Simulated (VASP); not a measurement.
Input of a VASP 6.6.1 run:

Contents of INCAR:

```
SYSTEM = YN
ALGO = Normal
EDIFF = 1E-6
ENCUT = 600
GGA = PE
GGA_COMPAT = .FALSE.
ISIF = 2
ISMEAR = 0
LASPH = .TRUE.
LCHARG = .FALSE.
LREAL = .FALSE.
LWAVE = .FALSE.
NBANDS = 15
NELM = 120
PREC = Accurate
SIGMA = 0.01
```

KPOINTS

```
k-points
0
G
  8 8 8
  0 0 0
```

File POSCAR:

```
YN
1.0
    0.0000000000      2.4637341511      2.4637341511
    2.4637341511      0.0000000000      2.4637341511
    2.4637341511      2.4637341511      0.0000000000
Y N
1 1
Direct
    0.0000000000      0.0000000000      0.0000000000
    0.5000000000      0.5000000000      0.5000000000
```

Potentials or basis: VASP PAW PBE potentials, release 64 (Y_sv, N).

The run is started by

```sh
$ cat potpaw_PBE.64/Y_sv/POTCAR potpaw_PBE.64/N/POTCAR > POTCAR
$ mpirun -np 1 vasp_std > vasp.out
```

Question: Estimate the band gap on the k mesh.

Answer: 0.23 eV, indirect (least direct gap 0.63 eV).

Question: What does it give for the pressure?

Answer: -2.2 GPa.

A k mesh can miss the band edges.
